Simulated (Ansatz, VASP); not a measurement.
# BaS in VASP and in Ansatz

The input INCAR:

```
ALGO     = Normal         # electronic algorithm
EDIFF    = 1E-8           # SCF threshold, eV
ENCUT    = 400            # plane-wave cutoff, eV
GGA_COMPAT= False        
ISIF     = 2              # what is computed and relaxed
ISMEAR   = -1             # smearing method
LASPH    = True           # aspherical terms in the spheres
LCHARG   = False          # write CHGCAR
LEFG     = True         
LREAL    = False          # projectors in reciprocal space
LWAVE    = False          # write WAVECAR
NBANDS   = 15             # bands
NELM     = 120            # most SCF steps
PREC     = Accurate       # precision mode
SIGMA    = 0.01           # smearing width, eV
```

Contents of KPOINTS:

```
k-points
0
Gamma
  7 7 7
```

POSCAR

```
BaS
1.0
    0.0000000000      3.2576250000      3.1937500000
    3.2576250000      0.0000000000      3.1937500000
    3.2576250000      3.2576250000      0.0000000000
Ba S
1 1
Direct
    0.0000000000      0.0000000000      0.0000000000
    0.5000000000      0.5000000000      0.5000000000
```

Input for Ansatz:

```yaml
crystal:
  lattice:
    - [0.0, 3.257625, 3.19375]
    - [3.257625, 0.0, 3.19375]
    - [3.257625, 3.257625, 0.0]
  atoms:
    - { symbol: Ba, position: [0.0, 0.0, 0.0] }
    - { symbol: S, position: [0.5, 0.5, 0.5] }
kpoints:
  mp_grid: { grid: [7, 7, 7] }
scf:
  occupations: { method: fermi_dirac, width: 0.01 }
hamiltonian:
  xc: lda
  pseudopotentials: { kind: paw }
output:
  forces: true
  stress: true
  eigenvalues: true
  efg: { contact_densities: true }
```

Change from the starting cell: equal xx and yy strain of +2 %, PAW files.

Alike in both runs: task electric field gradients; functional LDA; k mesh 7 × 7 × 7; occupations fermi-dirac, width 0.01 eV; no spin polarisation.

|  | VASP | Ansatz |
| --- | --- | --- |
| version | VASP 6.6.1 | Ansatz 0.2.0 |
| potentials or method | VASP PAW LDA potentials, release 64 (Ba_sv, S) | PAW with Ansatz's default frozen-core files, scalar-relativistic |
| plane-wave cutoff (eV) | 400 | 420 |
| valence electrons in the cell | 16 | 16 |

Ansatz gave:

- gap on the k mesh at the Fermi level (eV): 2.08
- pressure (GPa): -3.8
- traceless stress, the component that is largest in VASP (GPa): 0.79
- size of Vzz on the site where it differs most (V/Å²): 24.2

Q: What did VASP give for the same quantities?

A: gap on the k mesh at the Fermi level (eV): 1.98; pressure (GPa): -3.3; traceless stress, the component that is largest in VASP (GPa): 0.88; size of Vzz on the site where it differs most (V/Å²): 25.9.

LDA's correlation is that of Perdew and Zunger in VASP and of Perdew and Wang (1992) in Ansatz.

Spin-orbit coupling is off throughout.
